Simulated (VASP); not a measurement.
# TiSe2 (P-3m1) in VASP: a series of runs

Aim: see how the results for TiSe2 move with the level of theory and the settings. Levels: PBE, LDA. Tasks: single point.

The COD entry that gives the cell may itself be a prediction, so a difference from it is no test against experiment.

Program: VASP 6.6.1. These are calculated values, not measurements. Logs are shortened: lines on timing, memory, paths and dates and some standing lists are left out, and cuts for length are marked.

**1. The cell of the first run**

It takes space group P-3m1 (No. 164, trigonal). Conventional cell: a = 3.542 Å, b = 3.542 Å, c = 6.092 Å, α = 90.00°, β = 90.00°, γ = 120.00°. Within 3.4 Å of Ti (site symmetry -3m) lie 6 Se at 2.55 Å. Within 3.4 Å of Se (site symmetry 3m) lie 3 Ti at 2.55 Å.

**2. Single point, PBE**

Input file INCAR:

```
  ALGO = Normal
  EDIFF = 1E-6
  ENCUT = 500
  GGA = PE
  GGA_COMPAT = False
  ISIF = 2
  ISMEAR = -1
  LASPH = True
  LCHARG = False
  LREAL = False
  LWAVE = False
  NBANDS = 19
  NELM = 120
  PREC = Accurate
  SIGMA = 0.02
```

Input file KPOINTS:

```
k-points
0
Gamma
  12 12 4
```

Input file POSCAR:

```
TiSe2
1.0
    3.5420252115      0.0000000000      0.0000000000
   -1.7710126058      3.0674838140      0.0000000000
    0.0000000000      0.0000000000      6.0915063938
Ti Se
1 2
Direct
    0.0000000000      0.0000000000      0.0000000000
    0.3333333333      0.6666666667      0.2498693004
    0.6666666667      0.3333333333      0.7501306996
```

Potentials or basis: VASP PAW PBE potentials, release 64 (Ti_sv, Se).

The run is started by

```console
cat potpaw_PBE.64/Ti_sv/POTCAR potpaw_PBE.64/Se/POTCAR > POTCAR
mpirun -np 1 vasp_std > vasp.out
```

OUTCAR:

```text
EDIFF = 1E-6
   ENCUT = 500
   GGA = PE
   ISIF = 2
   ISMEAR = -1
   LASPH = True
   LREAL = False
   NELM = 120
   PREC = Accurate

 ion  position               nearest neighbor table
   1  0.000  0.000  0.000-   2 2.55   3 2.55   3 2.55   2 2.55   3 2.55   2 2.55
   2  0.333  0.667  0.250-   1 2.55   1 2.55   1 2.55
   3  0.667  0.333  0.750-   1 2.55   1 2.55   1 2.55

  LATTYP: Found a hexagonal cell.
 ALAT       =     3.5420252115
 C/A-ratio  =     1.7197806424

  Lattice vectors:

 A1 = (   3.5420252115,   0.0000000000,   0.0000000000)
 A2 = (  -1.7710126058,   3.0674838140,   0.0000000000)
 A3 = (   0.0000000000,   0.0000000000,   6.0915063938)

Analysis of symmetry for initial positions (statically):
=====================================================================
 Subroutine PRICEL returns:
 Original cell was already a primitive cell.

 Routine SETGRP: Setting up the symmetry group for a
 hexagonal supercell.

 Subroutine GETGRP returns: Found 12 space group operations
 (whereof 12 operations were pure point group operations)
 out of a pool of 24 trial point group operations.

The static configuration has the point symmetry D_3d.

Analysis of symmetry for dynamics (positions and initial velocities):
=====================================================================
 Subroutine PRICEL returns:
 Original cell was already a primitive cell.

 Routine SETGRP: Setting up the symmetry group for a
 hexagonal supercell.

 Subroutine GETGRP returns: Found 12 space group operations
 (whereof 12 operations were pure point group operations)
 out of a pool of 24 trial point group operations.

The dynamic configuration has the point symmetry D_3d.

 Subroutine INISYM returns: Found 12 space group operations
 (whereof 12 operations are pure point group operations),
 and found     1 'primitive' translations

----------------------------------------------------------------------------------------

                                     Primitive cell

  volume of cell :      66.1849

  direct lattice vectors                    reciprocal lattice vectors
     3.542025211  0.000000000  0.000000000     0.282324360  0.163000045  0.000000000
    -1.771012606  3.067483814  0.000000000     0.000000000  0.326000090  0.000000000
     0.000000000  0.000000000  6.091506394     0.000000000  0.000000000  0.164163006

  length of vectors
     3.542025211  3.542025212  6.091506394     0.326000090  0.326000090  0.164163006

  position of ions in fractional coordinates (direct lattice)
     0.000000000  0.000000000  0.000000000
     0.333333333  0.666666667  0.249869300
     0.666666667  0.333333333  0.750130700

  ion indices of the primitive-cell ions
   primitive index   ion index
                 1           1
                 2           2
                 3           3

----------------------------------------------------------------------------------------

 KPOINTS: k-points

Automatic generation of k-mesh.
 Grid dimensions read from file:
 generate k-points for:   12   12    4

 Generating k-lattice:

  Cartesian coordinates                     Fractional coordinates (reciprocal lattice)
     0.023527030  0.013583337  0.000000000     0.083333333  0.000000000  0.000000000
     0.000000000  0.027166674  0.000000000     0.000000000  0.083333333  0.000000000
     0.000000000  0.000000000  0.041040751     0.000000000  0.000000000  0.250000000

  Length of vectors
     0.027166674  0.027166674  0.041040751

  Shift w.r.t. Gamma in fractional coordinates (k-lattice)
     0.000000000  0.000000000  0.000000000

 Subroutine IBZKPT returns following result:
 ===========================================

 Found     69 irreducible k-points:

 Following reciprocal coordinates:
            Coordinates               Weight
  0.000000  0.000000  0.000000      1.000000
  0.083333  0.000000  0.000000      6.000000
  0.166667  0.000000  0.000000      6.000000
  0.250000  0.000000  0.000000      6.000000
  0.333333  0.000000  0.000000      6.000000
  0.416667  0.000000  0.000000      6.000000
[... 16 lines left out ...]
  0.166667  0.000000  0.250000      6.000000
  0.000000  0.166667  0.250000      6.000000
 [... further k-points ...]
   k-points           NKPTS =     69   k-points in BZ     NKDIM =     69   number of bands    NBANDS=     19
   number of dos      NEDOS =    301   number of ions     NIONS =      3
   total plane-waves  NPLWV =  37632
   dimension x,y,z NGX =    28 NGY =   28 NGZ =   48
   dimension x,y,z NGXF=    56 NGYF=   56 NGZF=   96
   ions per type =               1   2
   NGX,Y,Z   is equivalent  to a cutoff of  13.14, 13.14, 13.10 a.u.
   NGXF,Y,Z  is equivalent  to a cutoff of  26.28, 26.28, 26.20 a.u.
 SYSTEM =  unknown system
   PREC   = accura    normal or accurate (medium, high low for compatibility)
   ISTART =      0    job   : 0-new  1-cont  2-samecut
   ICHARG =      2    charge: 1-file 2-atom 10-const
   ISPIN  =      1    spin polarized calculation?
   LNONCOLLINEAR =      F non collinear calculations
   LSORBIT =      F    spin-orbit coupling
   LASPH  =      T    aspherical Exc in radial PAW
   ENCUT  =  500.0 eV  36.75 Ry    6.06 a.u.   6.46  6.46 11.11*2*pi/ulx,y,z
   NELM   =    120;   NELMIN=  2; NELMDL= -5     # of ELM steps
   EDIFF  = 0.1E-05   stopping-criterion for ELM
   LREAL  =      F    real-space projection
   EDIFFG = 0.1E-04   stopping-criterion for IOM
   NSW    =      0    number of steps for IOM
   IBRION =     -1    ionic relax: 0-MD 1-quasi-New 2-CG
   NFREE  =      0    steps in history (QN), initial steepest desc. (CG)
   ISIF   =      2    stress and relaxation
   ISYM   =      2    0-nonsym 1-usesym 2-fastsym
   POTIM  = 0.5000    time-step for ionic-motion
   TEBEG  =    0.0;   TEEND  =   0.0 temperature during run
   PSTRESS=    0.0 pullay stress
   NELECT =      24.0000    total number of electrons
   NUPDOWN=      -1.0000    fix difference up-down
   EMIN   =  10.00;   EMAX   =-10.00  energy-range for DOS
   EFERMI =   0.00;   METHOD = LEGACY
   ISMEAR =    -1;   SIGMA  =   0.02  broadening in eV -4-tet -1-fermi 0-gaus
   EFERMI_NEDOS =   21; number of points for ismear=-14 and -15
   IALGO  =     38    algorithm
   IMIX   =      4    mixing-type and parameters
     AMIX     =   0.40;   BMIX     =  1.00
     AMIX_MAG =   1.60;   BMIX_MAG =  1.00
  volume/ion in A,a.u.               =      22.06       148.88
  Fermi-wavevector in a.u.,A,eV,Ry     =   1.167416  2.206097 18.542843  1.362860
  Thomas-Fermi vector in A             =   2.303917
   LORBIT       =      0    0 simple, 1 ext, 2 COOP (PROOUT), +10 PAW based schemes
   GGA     = PE    functional components
   LHFCALC =     F    Hartree Fock is set to
   AEXX    =    0.0000 exact exchange contribution
   IVDW    =     0    specifies the selected vdW correction
   LEPSILON=     F    determine dielectric tensor
   LRPA    =     F    only Hartree local field effects (RPA)
 non-spin polarized calculation
  energy-cutoff  :      500.00
  volume of cell :       66.18
 maximum number of plane-waves:      1702
 NGX is ok and might be reduce to    28
   NGX = 13   NGY = 13   NGZ = 23

 number of electron      24.0000000 magnetization

 Free energy of the ion-electron system (eV)
  ---------------------------------------------------
  ext. energy  EPLUGINS =         0.00000000
  ---------------------------------------------------
  free energy    TOTEN  =       -18.18307029 eV

  energy without entropy =      -18.18194910  energy(sigma->0) =      -18.18250969

 E-fermi :   4.6135     XC(G=0):  -9.8833

 val. band max:        4.5940440542   @ k =   0.0000   0.4167   0.2500
 cond. band min:       4.6307047454   @ k =   0.5000   0.0000   0.2500
 fundamental gap:      0.0366606911
 Fermi energy:         4.6135451582

 k-point     1 :       0.0000    0.0000    0.0000
  band No.  band energies     occupation
      1     -53.0272      2.00000
      2     -29.2539      2.00000
      3     -29.2414      2.00000
      4     -29.2414      2.00000
      5      -9.2973      2.00000
      6      -7.9329      2.00000
[... 11 lines left out ...]
     18      10.2849      0.00000
     19      10.3694      0.00000

 k-point     2 :       0.0833    0.0000    0.0000
  band No.  band energies     occupation
      1     -53.0267      2.00000
      2     -29.2527      2.00000
      3     -29.2473      2.00000
      4     -29.2427      2.00000
      5      -9.2230      2.00000
      6      -7.9074      2.00000
[... 11 lines left out ...]
     18      10.7781      0.00000
     19      10.8698      0.00000

 k-point     3 :       0.1667    0.0000    0.0000
  band No.  band energies     occupation
      1     -53.0253      2.00000
      2     -29.2633      2.00000
      3     -29.2492      2.00000
      4     -29.2464      2.00000
      5      -9.0093      2.00000
      6      -7.8374      2.00000
[... 11 lines left out ...]
     18      11.5368      0.00000
     19      11.8230      0.00000

 k-point     4 :       0.2500    0.0000    0.0000
  band No.  band energies     occupation
      1     -53.0235      2.00000
      2     -29.2851      2.00000
      3     -29.2513      2.00000
      4     -29.2445      2.00000
      5      -8.6861      2.00000
      6      -7.7427      2.00000
[... 11 lines left out ...]
     18      11.6059      0.00000
     19      12.2107      0.00000

 k-point     5 :       0.3333    0.0000    0.0000
  band No.  band energies     occupation
      1     -53.0217      2.00000
      2     -29.3068      2.00000
      3     -29.2562      2.00000
      4     -29.2397      2.00000
      5      -8.3085      2.00000
      6      -7.6577      2.00000
[... 11 lines left out ...]
     18      11.2670      0.00000
     19      11.7527      0.00000
[... 334 lines left out ...]
      2     -29.2527      2.00000
      3     -29.2473      2.00000
      4     -29.2427      2.00000
      5      -9.0996      2.00000
      6      -8.1035      2.00000
[... 11 lines left out ...]
     18      10.9913      0.00000
     19      11.6037      0.00000

 k-point    22 :       0.0000    0.0833    0.2500
  band No.  band energies     occupation
      1     -53.0267      2.00000
      2     -29.2527      2.00000
      3     -29.2473      2.00000
      4     -29.2427      2.00000
      5      -9.1006      2.00000
      6      -8.1019      2.00000
[... 11 lines left out ...]
     18      10.9483      0.00000
     19      11.6730      0.00000

 k-point    23 :       0.1667    0.0000    0.2500
  band No.  band energies     occupation
      1     -53.0253      2.00000
      2     -29.2633      2.00000
      3     -29.2492      2.00000
      4     -29.2464      2.00000
      5      -8.8886      2.00000
      6      -8.0182      2.00000
[... 11 lines left out ...]
     18      11.9326      0.00000
     19      12.0187      0.00000

 k-point    24 :       0.0000    0.1667    0.2500
  band No.  band energies     occupation
      1     -53.0253      2.00000
      2     -29.2633      2.00000
      3     -29.2492      2.00000
      4     -29.2464      2.00000
      5      -8.8970      2.00000
      6      -8.0055      2.00000
[... 11 lines left out ...]
     18      11.5874      0.00000
     19      12.2478      0.00000

 [... further k-points ...]
[... 5 lines left out ...]
  --------------------------------------------------------------------------------------
  -------------------------------------------------------------------------------------
  Total        0.5343590      0.5343590      1.0199684     -0.0000000     -0.0000000      0.0000000
  in kB       12.9355543     12.9355543     24.6909985     -0.0000000     -0.0000000      0.0000000
  external PRESSURE =      16.8540357 kB  Pullay stress =       0.0000000 kB

 VOLUME and BASIS-vectors are now :
 -----------------------------------------------------------------------------
  energy-cutoff  :      500.00
  volume of cell :       66.18
      direct lattice vectors                 reciprocal lattice vectors
     3.542025211  0.000000000  0.000000000     0.282324360  0.163000045  0.000000000
    -1.771012606  3.067483814  0.000000000     0.000000000  0.326000090  0.000000000
     0.000000000  0.000000000  6.091506394     0.000000000  0.000000000  0.164163006

 POSITION                                       TOTAL-FORCE (eV/Angst)
 -----------------------------------------------------------------------------------
      0.00000      0.00000      0.00000        -0.000000      0.000000      0.000000
     -0.00000      2.04499      1.52208         0.000000     -0.000000      0.198940
      1.77101      1.02249      4.56943        -0.000000      0.000000     -0.198940
 -----------------------------------------------------------------------------------
    total drift:                                0.000000      0.000000     -0.000000

  FREE ENERGIE OF THE ION-ELECTRON SYSTEM (eV)
  ---------------------------------------------------
  free  energy   TOTEN  =       -18.1830702852 eV

  energy  without entropy=      -18.1819490975  energy(sigma->0) =      -18.18250969
```

Run time: 47 s. Hardware: 1 thread of AMD EPYC 9R45 (Zen 5), shared host; peak memory 0.2 GiB.

Results:

```
Free energy            : -18.1831 eV
Pressure               : 1.7 GPa
Largest force          : 0.199 eV/Å
Band gap on the k mesh : zero (band 12 reaches 5.04 eV, above the bottom of band 13 at 4.47 eV)
```

Forces on the atoms (eV/Å):
```
Ti   0.000  0.000  0.000
Se   0.000  0.000  0.199
Se   0.000  0.000 -0.199
```

Levels at points of the mesh, in eV from the Fermi level:
```
           k point  band 9  band 10  band 11  band 12  band 13  band 14  band 15  band 16
(0.00, 0.00, 0.00)   -2.35     0.06     0.43     0.43     0.44     0.44     0.66     3.36
(0.50, 0.00, 0.00)   -2.75    -2.61    -2.33    -1.36     0.09     1.31     1.70     3.22
(0.00, 0.00, 0.50)   -2.31    -2.31     0.27     0.27     0.42     0.42     1.20     3.63
(0.50, 0.00, 0.50)   -2.70    -2.50    -1.28    -1.04    -0.15     1.31     1.67     3.14
```

Caveat: this functional lacks dispersion, which binds the layers, so the pressure and a relaxed spacing across them are unreliable.

(Part 1 of 2 ends here.)
